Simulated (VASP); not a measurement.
CuAu: single point with r2SCAN

The system is CuAu.

```xyz
2
Lattice="2.7728 0.0000 0.0000 0.0000 2.7728 0.0000 0.0000 0.0000 3.6352" Properties=species:S:1:pos:R:3 pbc="T T T"
Au    0.0000    0.0000    0.0000
Cu    1.3864    1.3864    1.8176
```

* Program: VASP 6.6.1
* Task: single point
* Functional: r2SCAN
* Potentials or basis: VASP PAW PBE potentials, release 64 (Au, Cu)
* Cutoff: 520 eV
* k mesh: 9 × 9 × 7
* Occupations: fermi-dirac, width 0.05 eV
* Spin: no spin polarisation
* Dipole correction: no
* Further INCAR settings: ALGO = Normal; EDIFF = 1e-06; NBANDS = 18

```yaml
Pressure: 7.0 GPa
Band_gap_on_the_k_mesh: zero (band 11 reaches 12.93 eV, above the bottom of band 12 at 7.05 eV)
```

Stress tensor (GPa, compression positive):
```
7.52 0.00 0.00
0.00 7.52 0.00
0.00 0.00 6.08
```

Levels at points of the mesh, in eV from the Fermi level:
```csv
k point,band 8,band 9,band 10,band 11,band 12,band 13,band 14,band 15
"(0.00, 0.00, 0.00)",-2.34,-1.85,-1.58,-1.58,2.22,8.86,10.75,10.75
```

Wall time 54 s on 1 thread of Intel(R) Xeon(R) Platinum 8559C (Emerald Rapids), with other jobs on the host, peak memory 0.17 GiB.

Caveat: the PAW data sets were made with another functional, which shifts forces and pressure a little; spin-orbit coupling is left out, which moves the levels of the heavy elements.
